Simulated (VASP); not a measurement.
# Hf (Cmcm) in VASP: single point with LDA

Aim: the single point of Hf with LDA.

Everything below comes from runs of VASP 6.6.1. Logs are shortened: lines on timing, memory, paths and dates and some standing lists are left out, and cuts for length are marked.

**1. The cell of the first run**

The structure is orthorhombic, space group Cmcm (No. 63). Conventional cell: a = 3.281 Å, b = 10.298 Å, c = 4.348 Å, α = 90.00°, β = 90.00°, γ = 90.00°. Within 4.3 Å of Hf (site symmetry m2m) lie 8 Hf at 3.28 to 3.65 Å.

**2. Single point, LDA**

The input, INCAR:

```
  PREC = Accurate
  ENCUT = 500
  EDIFF = 1E-6
  ISMEAR = -1
  SIGMA = 0.1
  LREAL = False
  LASPH = True
  NELM = 120
  ALGO = Normal
  ISIF = 2
  LWAVE = False
  LCHARG = False
  NBANDS = 17
  GGA_COMPAT = False
```

The input, KPOINTS:

```
Automatic mesh
0
Gamma
  7 7 5
```

The input, POSCAR:

```
Hf
1.0
    1.6404650000     -5.1490330000      0.0000000000
    1.6404650000      5.1490330000      0.0000000000
    0.0000000000      0.0000000000      4.3485000000
Hf
2
Direct
    0.8574880000      0.1425120000      0.7500000000
    0.1425120000      0.8574880000      0.2500000000
```

Potentials or basis: VASP PAW LDA potentials, release 64 (Hf_pv).

Launch:

```bash
> cat potpaw_LDA.64/Hf_pv/POTCAR > POTCAR
> mpirun -np 1 vasp_std > vasp.out
```

OUTCAR:

```text
PREC = Accurate
   ENCUT = 500
   EDIFF = 1E-6
   ISMEAR = -1
   LREAL = False
   LASPH = True
   NELM = 120
   ISIF = 2

 ion  position               nearest neighbor table
   1  0.857  0.143  0.750-   2 3.51   2 3.51   2 3.51   2 3.51   2 3.65   2 3.65
   2  0.143  0.857  0.250-   1 3.51   1 3.51   1 3.51   1 3.51   1 3.65   1 3.65

  LATTYP: Found a base centered orthorhombic cell.
 ALAT       =     3.2809300000
 B/A-ratio  =     3.1387643138
 C/A-ratio  =     1.3253863996

  Lattice vectors:

 A1 = (   1.6404650000,  -5.1490330000,   0.0000000000)
 A2 = (   1.6404650000,   5.1490330000,   0.0000000000)
 A3 = (   0.0000000000,   0.0000000000,   4.3485000000)

Analysis of symmetry for initial positions (statically):
=====================================================================
 Subroutine PRICEL returns:
 Original cell was already a primitive cell.

 Routine SETGRP: Setting up the symmetry group for a
 base centered orthorhombic supercell.

 Subroutine GETGRP returns: Found  8 space group operations
 (whereof  4 operations were pure point group operations)
 out of a pool of  8 trial point group operations.

The static configuration has the point symmetry C_2h.
 The point group associated with its full space group is D_2h.

Analysis of symmetry for dynamics (positions and initial velocities):
=====================================================================
 Subroutine PRICEL returns:
 Original cell was already a primitive cell.

 Routine SETGRP: Setting up the symmetry group for a
 base centered orthorhombic supercell.

 Subroutine GETGRP returns: Found  8 space group operations
 (whereof  4 operations were pure point group operations)
 out of a pool of  8 trial point group operations.

The dynamic configuration has the point symmetry C_2h.
 The point group associated with its full space group is D_2h.

 Subroutine INISYM returns: Found  8 space group operations
 (whereof  4 operations are pure point group operations),
 and found     1 'primitive' translations

----------------------------------------------------------------------------------------

                                     Primitive cell

  volume of cell :      73.4619

  direct lattice vectors                    reciprocal lattice vectors
     1.640465000 -5.149033000  0.000000000     0.304791629 -0.097105612  0.000000000
     1.640465000  5.149033000  0.000000000     0.304791629  0.097105612  0.000000000
     0.000000000  0.000000000  4.348500000     0.000000000  0.000000000  0.229964356

  length of vectors
     5.404041659  5.404041659  4.348500000     0.319886600  0.319886600  0.229964356

  position of ions in fractional coordinates (direct lattice)
     0.857488000  0.142512000  0.750000000
     0.142512000  0.857488000  0.250000000

  ion indices of the primitive-cell ions
   primitive index   ion index
                 1           1
                 2           2

----------------------------------------------------------------------------------------

 KPOINTS: Automatic mesh

Automatic generation of k-mesh.
 Grid dimensions read from file:
 generate k-points for:    7    7    5

 Generating k-lattice:

  Cartesian coordinates                     Fractional coordinates (reciprocal lattice)
     0.043541661 -0.013872230  0.000000000     0.142857143  0.000000000  0.000000000
     0.043541661  0.013872230  0.000000000     0.000000000  0.142857143  0.000000000
     0.000000000  0.000000000  0.045992871     0.000000000  0.000000000  0.200000000

  Length of vectors
     0.045698086  0.045698086  0.045992871

  Shift w.r.t. Gamma in fractional coordinates (k-lattice)
     0.000000000  0.000000000  0.000000000

 Subroutine IBZKPT returns following result:
 ===========================================

 Found     48 irreducible k-points:

 Following reciprocal coordinates:
            Coordinates               Weight
  0.000000  0.000000  0.000000      1.000000
  0.142857  0.000000  0.000000      4.000000
  0.285714  0.000000  0.000000      4.000000
  0.428571  0.000000  0.000000      4.000000
  0.142857  0.142857  0.000000      2.000000
  0.285714  0.142857  0.000000      4.000000
[... 16 lines left out ...]
  0.428571  0.142857  0.200000      8.000000
 -0.428571  0.142857  0.200000      8.000000
 [... further k-points ...]
   k-points           NKPTS =     48   k-points in BZ     NKDIM =     48   number of bands    NBANDS=     17
   number of dos      NEDOS =    301   number of ions     NIONS =      2
   total plane-waves  NPLWV =  51200
   dimension x,y,z NGX =    40 NGY =   40 NGZ =   32
   dimension x,y,z NGXF=    80 NGYF=   80 NGZF=   64
   ions per type =               2
   NGX,Y,Z   is equivalent  to a cutoff of  12.31, 12.31, 12.23 a.u.
   NGXF,Y,Z  is equivalent  to a cutoff of  24.61, 24.61, 24.47 a.u.
 SYSTEM =  unknown system
   PREC   = accura    normal or accurate (medium, high low for compatibility)
   ISTART =      0    job   : 0-new  1-cont  2-samecut
   ICHARG =      2    charge: 1-file 2-atom 10-const
   ISPIN  =      1    spin polarized calculation?
   LNONCOLLINEAR =      F non collinear calculations
   LSORBIT =      F    spin-orbit coupling
   LASPH  =      T    aspherical Exc in radial PAW
   ENCUT  =  500.0 eV  36.75 Ry    6.06 a.u.   9.85  9.85  7.93*2*pi/ulx,y,z
   NELM   =    120;   NELMIN=  2; NELMDL= -5     # of ELM steps
   EDIFF  = 0.1E-05   stopping-criterion for ELM
   LREAL  =      F    real-space projection
   EDIFFG = 0.1E-04   stopping-criterion for IOM
   NSW    =      0    number of steps for IOM
   IBRION =     -1    ionic relax: 0-MD 1-quasi-New 2-CG
   NFREE  =      0    steps in history (QN), initial steepest desc. (CG)
   ISIF   =      2    stress and relaxation
   ISYM   =      2    0-nonsym 1-usesym 2-fastsym
   POTIM  = 0.5000    time-step for ionic-motion
   TEBEG  =    0.0;   TEEND  =   0.0 temperature during run
   PSTRESS=    0.0 pullay stress
   NELECT =      20.0000    total number of electrons
   NUPDOWN=      -1.0000    fix difference up-down
   EMIN   =  10.00;   EMAX   =-10.00  energy-range for DOS
   EFERMI =   0.00;   METHOD = LEGACY
   ISMEAR =    -1;   SIGMA  =   0.10  broadening in eV -4-tet -1-fermi 0-gaus
   EFERMI_NEDOS =   21; number of points for ismear=-14 and -15
   IALGO  =     38    algorithm
   IMIX   =      4    mixing-type and parameters
     AMIX     =   0.40;   BMIX     =  1.00
     AMIX_MAG =   1.60;   BMIX_MAG =  1.00
  volume/ion in A,a.u.               =      36.73       247.87
  Fermi-wavevector in a.u.,A,eV,Ry     =   1.061038  2.005070 15.317451  1.125801
  Thomas-Fermi vector in A             =   2.196440
   LORBIT       =      0    0 simple, 1 ext, 2 COOP (PROOUT), +10 PAW based schemes
   GGA     = CA    functional components
   LHFCALC =     F    Hartree Fock is set to
   AEXX    =    0.0000 exact exchange contribution
   IVDW    =     0    specifies the selected vdW correction
   LEPSILON=     F    determine dielectric tensor
   LRPA    =     F    only Hartree local field effects (RPA)
 non-spin polarized calculation
  energy-cutoff  :      500.00
  volume of cell :       73.46
 maximum number of plane-waves:      1886
   NGX = 19   NGY = 19   NGZ = 15

 number of electron      20.0000004 magnetization

 Free energy of the ion-electron system (eV)
  ---------------------------------------------------
  ext. energy  EPLUGINS =         0.00000000
  ---------------------------------------------------
  free energy    TOTEN  =       -17.64738211 eV

  energy without entropy =      -17.51509215  energy(sigma->0) =      -17.58123713

 E-fermi :   1.6525     XC(G=0):  -9.3087

 val. band max:        1.6522342952   @ k =   0.4286   0.2857   0.2000
 cond. band min:       1.6680799983   @ k =   0.2857   0.0000   0.0000
 fundamental gap:      0.0158457031
 Fermi energy:         1.6524613924

 k-point     1 :       0.0000    0.0000    0.0000
  band No.  band energies     occupation
      1     -29.7870      2.00000
      2     -29.7863      2.00000
      3     -29.6709      2.00000
      4     -29.6380      2.00000
      5     -29.5193      2.00000
      6     -29.4860      2.00000
[... 9 lines left out ...]
     16       5.1189      0.00000
     17       5.1925      0.00000

 k-point     2 :       0.1429    0.0000    0.0000
  band No.  band energies     occupation
      1     -29.7770      2.00000
      2     -29.7758      2.00000
      3     -29.6713      2.00000
      4     -29.6441      2.00000
      5     -29.5663      2.00000
      6     -29.5402      2.00000
[... 9 lines left out ...]
     16       4.6698      0.00000
     17       5.5613      0.00000

 k-point     3 :       0.2857    0.0000    0.0000
  band No.  band energies     occupation
      1     -29.7591      2.00000
      2     -29.7495      2.00000
      3     -29.7045      2.00000
      4     -29.6749      2.00000
      5     -29.6530      2.00000
      6     -29.6256      2.00000
[... 9 lines left out ...]
     16       4.3786      0.00000
     17       5.4705      0.00000

 k-point     4 :       0.4286    0.0000    0.0000
  band No.  band energies     occupation
      1     -29.7886      2.00000
      2     -29.7880      2.00000
      3     -29.7210      2.00000
      4     -29.6922      2.00000
      5     -29.6850      2.00000
      6     -29.6419      2.00000
[... 9 lines left out ...]
     16       4.5837      0.00000
     17       5.0816      0.00000

 k-point     5 :       0.1429    0.1429    0.0000
  band No.  band energies     occupation
      1     -29.7640      2.00000
      2     -29.7530      2.00000
      3     -29.7013      2.00000
      4     -29.6713      2.00000
      5     -29.6556      2.00000
      6     -29.6211      2.00000
[... 9 lines left out ...]
     16       4.5220      0.00000
     17       5.7262      0.00000

 k-point     6 :       0.2857    0.1429    0.0000
  band No.  band energies     occupation
      1     -29.7937      2.00000
      2     -29.7827      2.00000
      3     -29.7253      2.00000
      4     -29.6977      2.00000
      5     -29.6807      2.00000
      6     -29.6364      2.00000
[... 9 lines left out ...]
     16       4.2939      0.00000
     17       5.3681      0.00000

 k-point     7 :       0.4286    0.1429    0.0000
  band No.  band energies     occupation
      1     -29.7946      2.00000
      2     -29.7809      2.00000
      3     -29.7133      2.00000
      4     -29.6927      2.00000
      5     -29.6862      2.00000
      6     -29.6493      2.00000
[... 9 lines left out ...]
     16       4.3508      0.00000
     17       4.9410      0.00000

 k-point     8 :      -0.4286    0.1429    0.0000
  band No.  band energies     occupation
      1     -29.7463      2.00000
      2     -29.7401      2.00000
      3     -29.7111      2.00000
      4     -29.6844      2.00000
      5     -29.6502      2.00000
      6     -29.6353      2.00000
[... 9 lines left out ...]
     16       4.0866      0.00000
     17       5.0316      0.00000
[... 203 lines left out ...]
      1     -29.7630      2.00000
      2     -29.7395      2.00000
      3     -29.7041      2.00000
      4     -29.6840      2.00000
      5     -29.6502      2.00000
      6     -29.6321      2.00000
[... 9 lines left out ...]
     16       4.4457      0.00000
     17       5.0341      0.00000

 k-point    20 :       0.4286    0.0000    0.2000
  band No.  band energies     occupation
      1     -29.7926      2.00000
      2     -29.7845      2.00000
      3     -29.7211      2.00000
      4     -29.7011      2.00000
      5     -29.6748      2.00000
      6     -29.6484      2.00000
[... 9 lines left out ...]
     16       4.3798      0.00000
     17       5.6777      0.00000

 k-point    21 :       0.1429    0.1429    0.2000
  band No.  band energies     occupation
      1     -29.7543      2.00000
      2     -29.7532      2.00000
      3     -29.6938      2.00000
      4     -29.6895      2.00000
      5     -29.6500      2.00000
      6     -29.6319      2.00000
[... 9 lines left out ...]
     16       4.5612      0.00000
     17       5.2106      0.00000

 k-point    22 :       0.2857    0.1429    0.2000
  band No.  band energies     occupation
      1     -29.7907      2.00000
      2     -29.7867      2.00000
      3     -29.7168      2.00000
      4     -29.7072      2.00000
      5     -29.6744      2.00000
      6     -29.6467      2.00000
[... 9 lines left out ...]
     16       4.2522      0.00000
     17       5.8519      0.00000

 k-point    23 :       0.4286    0.1429    0.2000
  band No.  band energies     occupation
      1     -29.7925      2.00000
      2     -29.7847      2.00000
      3     -29.7225      2.00000
      4     -29.6999      2.00000
      5     -29.6703      2.00000
      6     -29.6529      2.00000
[... 9 lines left out ...]
     16       4.3891      0.00000
     17       5.7591      0.00000

 k-point    24 :      -0.4286    0.1429    0.2000
  band No.  band energies     occupation
      1     -29.7638      2.00000
      2     -29.7300      2.00000
      3     -29.7164      2.00000
      4     -29.6790      2.00000
      5     -29.6487      2.00000
      6     -29.6356      2.00000
[... 9 lines left out ...]
     16       4.1964      0.00000
     17       4.9525      0.00000

 [... further k-points ...]
[... 5 lines left out ...]
  --------------------------------------------------------------------------------------
  -------------------------------------------------------------------------------------
  Total       -8.0965264     -9.4078979     -9.9493960      0.0000000     -0.0000000      0.0000000
  in kB     -176.5823140   -205.1828535   -216.9927311      0.0000000     -0.0000000      0.0000000
  external PRESSURE =    -199.5859662 kB  Pullay stress =       0.0000000 kB

 VOLUME and BASIS-vectors are now :
 -----------------------------------------------------------------------------
  energy-cutoff  :      500.00
  volume of cell :       73.46
      direct lattice vectors                 reciprocal lattice vectors
     1.640465000 -5.149033000  0.000000000     0.304791629 -0.097105612  0.000000000
     1.640465000  5.149033000  0.000000000     0.304791629  0.097105612  0.000000000
     0.000000000  0.000000000  4.348500000     0.000000000  0.000000000  0.229964356

 POSITION                                       TOTAL-FORCE (eV/Angst)
 -----------------------------------------------------------------------------------
      1.64047     -3.68144      3.26137         0.000000      0.934830      0.000000
      1.64047      3.68144      1.08712         0.000000     -0.934830      0.000000
 -----------------------------------------------------------------------------------
    total drift:                                0.000000     -0.000000     -0.000000

  FREE ENERGIE OF THE ION-ELECTRON SYSTEM (eV)
  ---------------------------------------------------
  free  energy   TOTEN  =       -17.6473821086 eV

  energy  without entropy=      -17.5150921457  energy(sigma->0) =      -17.58123713
```

Wall time 42 s (1 thread of AMD EPYC 7R43 (Zen 3), shared host); peak memory 0.17 GiB.

Results:

```
Free energy            : -17.6474 eV
Pressure               : -20.0 GPa
Largest force          : 0.935 eV/Å
Band gap on the k mesh : zero (band 10 reaches 2.17 eV, above the bottom of band 11 at 1.54 eV)
```

Forces on the atoms (eV/Å):
```
Hf   0.000  0.935  0.000
Hf   0.000 -0.935  0.000
```

Caveat: spin-orbit coupling is left out, which moves the levels of the heavy elements.
